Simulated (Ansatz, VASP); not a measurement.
One calculation of LiH, two programs

```
Li H
1.0
     0.00000    2.18537    2.18537
     2.18537    0.00000    2.18537
     2.18537    2.18537    0.00000
Li H
1 1
Cartesian
  0.0000 0.0000 0.0000
  1.0927 1.0927 1.0927
```

Alike in both runs: task single point; functional PBE; k mesh 8 × 8 × 8; no spin polarisation.

|  | VASP | Ansatz |
| --- | --- | --- |
| version | VASP 6.6.1 | Ansatz 0.2.0 |
| potentials or method | VASP PAW PBE potentials, release 64 (Li_sv, H) | plane waves, PAW |
| plane-wave cutoff (eV) | 520 | 420 |
| occupations | gaussian, width 0.01 eV | fixed |
| valence electrons in the cell | 4 | 4 |

|  | VASP | Ansatz | Ansatz less VASP |
| --- | --- | --- | --- |
| gap on the k mesh at the Fermi level (eV) | 4.12 | 4.12 | -0.006 |

Noted on VASP's run: the cutoff is short for stress, so the pressure is rough.
